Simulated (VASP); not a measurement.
# BAs (F-43m) in VASP: notebook

The runs below take BAs through single point, with LDA, PBE.

Program: VASP 6.6.1. These are calculated values, not measurements. Logs are shortened: lines on timing, memory, paths and dates and some standing lists are left out, and cuts for length are marked.

## (1) The cell of the first run

It takes space group F-43m (No. 216, cubic). The conventional cell has a = 4.733 Å, b = 4.733 Å, c = 4.733 Å, α = 90.00°, β = 90.00°, γ = 90.00°. Within 2.7 Å of B (site symmetry -43m) lie 4 As at 2.05 Å. Within 2.7 Å of As (site symmetry -43m) lie 4 B at 2.05 Å.

## (2) Single point, LDA

The input, INCAR:

```
SYSTEM = BAs
ALGO = Normal
EDIFF = 1E-6
ENCUT = 520
ISIF = 2
ISMEAR = -1
LASPH = .TRUE.
LCHARG = .FALSE.
LREAL = .FALSE.
LWAVE = .FALSE.
NBANDS = 11
NELM = 80
PREC = Accurate
SIGMA = 0.02
```

The input, KPOINTS:

```
k-points
0
G
  8 8 8
  0 0 0
```

The input, POSCAR:

```
BAs
1.0
    0.0000000000      2.3662743433      2.3662743433
    2.3662743433      0.0000000000      2.3662743433
    2.3662743433      2.3662743433      0.0000000000
B As
1 1
Direct
    0.0000000000      0.0000000000      0.0000000000
    0.2500000000      0.2500000000      0.2500000000
```

Potentials or basis: VASP PAW LDA potentials, release 64 (B, As).

Launch:

```
$ cat potpaw_LDA.64/B/POTCAR potpaw_LDA.64/As/POTCAR > POTCAR
$ mpirun -np 1 vasp_std > vasp.out
```

OUTCAR:

```text
SYSTEM = BAs
   EDIFF = 1E-6
   ENCUT = 520
   ISIF = 2
   ISMEAR = -1
   LASPH = .TRUE.
   LREAL = .FALSE.
   NELM = 80
   PREC = Accurate

 ion  position               nearest neighbor table
   1  0.000  0.000  0.000-   2 2.05   2 2.05   2 2.05   2 2.05
   2  0.250  0.250  0.250-   1 2.05   1 2.05   1 2.05   1 2.05

  LATTYP: Found a face centered cubic cell.
 ALAT       =     4.7325486866

  Lattice vectors:

 A1 = (   0.0000000000,   2.3662743433,   2.3662743433)
 A2 = (   2.3662743433,   0.0000000000,   2.3662743433)
 A3 = (   2.3662743433,   2.3662743433,   0.0000000000)

Analysis of symmetry for initial positions (statically):
=====================================================================
 Subroutine PRICEL returns:
 Original cell was already a primitive cell.

 Routine SETGRP: Setting up the symmetry group for a
 face centered cubic supercell.

 Subroutine GETGRP returns: Found 24 space group operations
 (whereof 24 operations were pure point group operations)
 out of a pool of 48 trial point group operations.

The static configuration has the point symmetry T_d .

Analysis of symmetry for dynamics (positions and initial velocities):
=====================================================================
 Subroutine PRICEL returns:
 Original cell was already a primitive cell.

 Routine SETGRP: Setting up the symmetry group for a
 face centered cubic supercell.

 Subroutine GETGRP returns: Found 24 space group operations
 (whereof 24 operations were pure point group operations)
 out of a pool of 48 trial point group operations.

The dynamic configuration has the point symmetry T_d .

 Subroutine INISYM returns: Found 24 space group operations
 (whereof 24 operations are pure point group operations),
 and found     1 'primitive' translations

----------------------------------------------------------------------------------------

                                     Primitive cell

  volume of cell :      26.4987

  direct lattice vectors                    reciprocal lattice vectors
     0.000000000  2.366274343  2.366274343    -0.211302633  0.211302633  0.211302633
     2.366274343  0.000000000  2.366274343     0.211302633 -0.211302633  0.211302633
     2.366274343  2.366274343  0.000000000     0.211302633  0.211302633 -0.211302633

  length of vectors
     3.346417269  3.346417269  3.346417269     0.365986897  0.365986897  0.365986897

  position of ions in fractional coordinates (direct lattice)
     0.000000000  0.000000000  0.000000000
     0.250000000  0.250000000  0.250000000

  ion indices of the primitive-cell ions
   primitive index   ion index
                 1           1
                 2           2

----------------------------------------------------------------------------------------

 KPOINTS: k-points

Automatic generation of k-mesh.
 Grid dimensions read from file:
 generate k-points for:    8    8    8

 Generating k-lattice:

  Cartesian coordinates                     Fractional coordinates (reciprocal lattice)
    -0.026412829  0.026412829  0.026412829     0.125000000  0.000000000  0.000000000
     0.026412829 -0.026412829  0.026412829     0.000000000  0.125000000  0.000000000
     0.026412829  0.026412829 -0.026412829     0.000000000  0.000000000  0.125000000

  Length of vectors
     0.045748362  0.045748362  0.045748362

  Shift w.r.t. Gamma in fractional coordinates (k-lattice)
     0.000000000  0.000000000  0.000000000

 Subroutine IBZKPT returns following result:
 ===========================================

 Found     29 irreducible k-points:

 Following reciprocal coordinates:
            Coordinates               Weight
  0.000000  0.000000  0.000000      1.000000
  0.125000  0.000000  0.000000      8.000000
  0.250000  0.000000  0.000000      8.000000
  0.375000  0.000000  0.000000      8.000000
  0.500000  0.000000  0.000000      4.000000
  0.125000  0.125000  0.000000      6.000000
[... 16 lines left out ...]
  0.500000  0.250000  0.125000     48.000000
 -0.375000  0.250000  0.125000     24.000000
 [... further k-points ...]
   k-points           NKPTS =     29   k-points in BZ     NKDIM =     29   number of bands    NBANDS=     11
   number of dos      NEDOS =    301   number of ions     NIONS =      2
   total plane-waves  NPLWV =  21952
   dimension x,y,z NGX =    28 NGY =   28 NGZ =   28
   dimension x,y,z NGXF=    56 NGYF=   56 NGZF=   56
   ions per type =               1   1
   NGX,Y,Z   is equivalent  to a cutoff of  13.91, 13.91, 13.91 a.u.
   NGXF,Y,Z  is equivalent  to a cutoff of  27.82, 27.82, 27.82 a.u.
 SYSTEM =  BAs
   PREC   = accura    normal or accurate (medium, high low for compatibility)
   ISTART =      0    job   : 0-new  1-cont  2-samecut
   ICHARG =      2    charge: 1-file 2-atom 10-const
   ISPIN  =      1    spin polarized calculation?
   LNONCOLLINEAR =      F non collinear calculations
   LSORBIT =      F    spin-orbit coupling
   LASPH  =      T    aspherical Exc in radial PAW
   ENCUT  =  520.0 eV  38.22 Ry    6.18 a.u.   6.22  6.22  6.22*2*pi/ulx,y,z
   NELM   =     80;   NELMIN=  2; NELMDL= -5     # of ELM steps
   EDIFF  = 0.1E-05   stopping-criterion for ELM
   LREAL  =      F    real-space projection
   EDIFFG = 0.1E-04   stopping-criterion for IOM
   NSW    =      0    number of steps for IOM
   IBRION =     -1    ionic relax: 0-MD 1-quasi-New 2-CG
   NFREE  =      0    steps in history (QN), initial steepest desc. (CG)
   ISIF   =      2    stress and relaxation
   ISYM   =      2    0-nonsym 1-usesym 2-fastsym
   POTIM  = 0.5000    time-step for ionic-motion
   TEBEG  =    0.0;   TEEND  =   0.0 temperature during run
   PSTRESS=    0.0 pullay stress
   NELECT =       8.0000    total number of electrons
   NUPDOWN=      -1.0000    fix difference up-down
   EMIN   =  10.00;   EMAX   =-10.00  energy-range for DOS
   EFERMI =   0.00;   METHOD = LEGACY
   ISMEAR =    -1;   SIGMA  =   0.02  broadening in eV -4-tet -1-fermi 0-gaus
   EFERMI_NEDOS =   21; number of points for ismear=-14 and -15
   IALGO  =     38    algorithm
   IMIX   =      4    mixing-type and parameters
     AMIX     =   0.40;   BMIX     =  1.00
     AMIX_MAG =   1.60;   BMIX_MAG =  1.00
  volume/ion in A,a.u.               =      13.25        89.41
  Fermi-wavevector in a.u.,A,eV,Ry     =   1.098238  2.075369 16.410345  1.206126
  Thomas-Fermi vector in A             =   2.234612
   LORBIT       =      0    0 simple, 1 ext, 2 COOP (PROOUT), +10 PAW based schemes
   GGA     = CA    functional components
   LHFCALC =     F    Hartree Fock is set to
   AEXX    =    0.0000 exact exchange contribution
   IVDW    =     0    specifies the selected vdW correction
   LEPSILON=     F    determine dielectric tensor
   LRPA    =     F    only Hartree local field effects (RPA)
 non-spin polarized calculation
  energy-cutoff  :      520.00
  volume of cell :       26.50
 maximum number of plane-waves:       725
 NGX is ok and might be reduce to    28
   NGX = 13   NGY = 13   NGZ = 13

 number of electron       8.0000000 magnetization

 Free energy of the ion-electron system (eV)
  ---------------------------------------------------
  ext. energy  EPLUGINS =         0.00000000
  ---------------------------------------------------
  free energy    TOTEN  =       -12.92381673 eV

  energy without entropy =      -12.92381673  energy(sigma->0) =      -12.92381673

 E-fermi :   6.9352     XC(G=0): -10.9009

 val. band max:        6.4780113799   @ k =   0.0000   0.0000   0.0000
 cond. band min:       7.5912151408   @ k =   0.3750   0.3750   0.0000
 fundamental gap:      1.1132037610
 Fermi energy:         6.9352305914

 k-point     1 :       0.0000    0.0000    0.0000
  band No.  band energies     occupation
      1      -9.1560      2.00000
      2       6.4780      2.00000
      3       6.4780      2.00000
      4       6.4780      2.00000
      5       9.7635      0.00000
      6       9.7635      0.00000
      7       9.7635      0.00000
      8      11.5315      0.00000
      9      15.9763      0.00000
     10      19.6276      0.00000
     11      19.6276      0.00000

 k-point     2 :       0.1250    0.0000    0.0000
  band No.  band energies     occupation
      1      -8.8941      2.00000
      2       4.4953      2.00000
      3       6.0261      2.00000
      4       6.0261      2.00000
      5       9.9494      0.00000
      6      10.3551      0.00000
      7      10.3551      0.00000
      8      12.7009      0.00000
      9      16.9531      0.00000
     10      18.1811      0.00000
     11      18.1811      0.00000

 k-point     3 :       0.2500    0.0000    0.0000
  band No.  band energies     occupation
      1      -8.1304      2.00000
      2       1.4664      2.00000
      3       5.2982      2.00000
      4       5.2982      2.00000
      5       9.6762      0.00000
      6      11.1599      0.00000
      7      11.1599      0.00000
      8      14.4816      0.00000
      9      17.7412      0.00000
     10      17.7809      0.00000
     11      17.7809      0.00000

 k-point     4 :       0.3750    0.0000    0.0000
  band No.  band energies     occupation
      1      -6.9911      2.00000
      2      -1.1747      2.00000
      3       4.7887      2.00000
      4       4.7887      2.00000
      5       9.4259      0.00000
      6      11.3203      0.00000
      7      11.3203      0.00000
      8      15.2349      0.00000
      9      18.3165      0.00000
     10      19.2725      0.00000
     11      19.2725      0.00000
[... 239 lines left out ...]
 k-point    22 :       0.3750    0.2500    0.1250
  band No.  band energies     occupation
      1      -7.4629      2.00000
      2       1.2528      2.00000
      3       2.6536      2.00000
      4       4.4079      2.00000
      5       9.6860      0.00000
      6      11.8515      0.00000
      7      12.3756      0.00000
      8      13.7549      0.00000
      9      17.3072      0.00000
     10      19.8623      0.00000
     11      20.8260      0.00000

 k-point    23 :       0.5000    0.2500    0.1250
  band No.  band energies     occupation
      1      -6.3640      2.00000
      2      -0.7728      2.00000
      3       1.9375      2.00000
      4       3.6616      2.00000
      5      10.3205      0.00000
      6      11.6018      0.00000
      7      13.0466      0.00000
      8      14.6400      0.00000
      9      17.9258      0.00000
     10      19.9313      0.00000
     11      22.1006      0.00000

 k-point    24 :      -0.3750    0.2500    0.1250
  band No.  band energies     occupation
      1      -5.6133      2.00000
      2      -1.9407      2.00000
      3       1.8252      2.00000
      4       3.3096      2.00000
      5      10.4360      0.00000
      6      11.2864      0.00000
      7      14.0257      0.00000
      8      15.5886      0.00000
      9      16.8533      0.00000
     10      20.7741      0.00000
     11      21.7847      0.00000

 [... further k-points ...]
[... 5 lines left out ...]
  --------------------------------------------------------------------------------------
  -------------------------------------------------------------------------------------
  Total        0.1524911      0.1524911      0.1524911     -0.0000000     -0.0000000     -0.0000000
  in kB        9.2199770      9.2199770      9.2199770     -0.0000000     -0.0000000     -0.0000000
  external PRESSURE =       9.2199770 kB  Pullay stress =       0.0000000 kB

 VOLUME and BASIS-vectors are now :
 -----------------------------------------------------------------------------
  energy-cutoff  :      520.00
  volume of cell :       26.50
      direct lattice vectors                 reciprocal lattice vectors
     0.000000000  2.366274343  2.366274343    -0.211302633  0.211302633  0.211302633
     2.366274343  0.000000000  2.366274343     0.211302633 -0.211302633  0.211302633
     2.366274343  2.366274343  0.000000000     0.211302633  0.211302633 -0.211302633

 POSITION                                       TOTAL-FORCE (eV/Angst)
 -----------------------------------------------------------------------------------
      0.00000      0.00000      0.00000         0.000000      0.000000      0.000000
      1.18314      1.18314      1.18314        -0.000000     -0.000000     -0.000000
 -----------------------------------------------------------------------------------
    total drift:                               -0.000000     -0.000000     -0.000000

  FREE ENERGIE OF THE ION-ELECTRON SYSTEM (eV)
  ---------------------------------------------------
  free  energy   TOTEN  =       -12.9238167274 eV

  energy  without entropy=      -12.9238167274  energy(sigma->0) =      -12.92381673
```

Wall time 15 s (1 thread of Intel Xeon Platinum 8259CL at 2.50GHz (Skylake/Cascade Lake), shared host); peak memory 0.14 GiB.

Results:

- Free energy: -12.9238 eV
- Pressure: 0.9 GPa
- Band gap on the k mesh: 1.11 eV, indirect (least direct gap 3.29 eV)

A k mesh can miss the band edges. A hybrid or GW would open this gap; LDA tends to underestimate it.

## (3) Single point, PBE

This run uses another cell than the first one, of 13.90 Å³/atom, 1.049 times its volume.

The input, INCAR:

```
PREC = Accurate
ENCUT = 520
EDIFF = 1E-7
ISMEAR = -1
SIGMA = 0.02
LREAL = F
LASPH = T
NELM = 80
ALGO = Normal
ISIF = 2
LWAVE = F
LCHARG = T
GGA = PE
LELF = T
LVHAR = T
NBANDS = 11
```

The input, KPOINTS:

```
regular mesh
0
Gamma
  8 8 8
```

The input, POSCAR:

```
BAs
1.0
    0.0000000000      2.4046251121      2.4046251121
    2.4046251121      0.0000000000      2.4046251121
    2.4046251121      2.4046251121      0.0000000000
B As
1 1
Direct
    0.0000000000      0.0000000000      0.0000000000
    0.2500000000      0.2500000000      0.2500000000
```

Potentials or basis: VASP PAW PBE potentials, release 64 (B, As).

Launch:

```
$ cat potpaw_PBE.64/B/POTCAR potpaw_PBE.64/As/POTCAR > POTCAR
$ mpirun -np 1 vasp_std > vasp.out
```

Wall time 18 s (1 thread of Intel Xeon Platinum 8259CL at 2.50GHz (Skylake/Cascade Lake), shared host); peak memory 0.16 GiB.

Results (log left out):

| Quantity | Value |
| --- | --- |
| Free energy | -11.4112 eV |
| Pressure | 0.6 GPa |
| Band gap on the k mesh | 1.21 eV, indirect (least direct gap 3.25 eV) |

Levels at points of the mesh, in eV from the valence-band top:
```tsv
k point	band 1	band 2	band 3	band 4	band 5	band 6	band 7	band 8	band 9
(0.00, 0.00, 0.00)	-15.22	0.00	0.00	0.00	3.25	3.25	3.25	4.43	9.49
(0.50, 0.00, 0.00)	-12.42	-8.64	-1.79	-1.79	2.57	4.76	4.76	8.82	12.57
(0.50, 0.50, 0.00)	-11.13	-8.42	-4.00	-4.00	1.45	1.46	11.17	11.17	12.69
```

A k mesh can miss the band edges. Expect the measured gap to be larger: semilocal functionals such as PBE lack the derivative discontinuity.
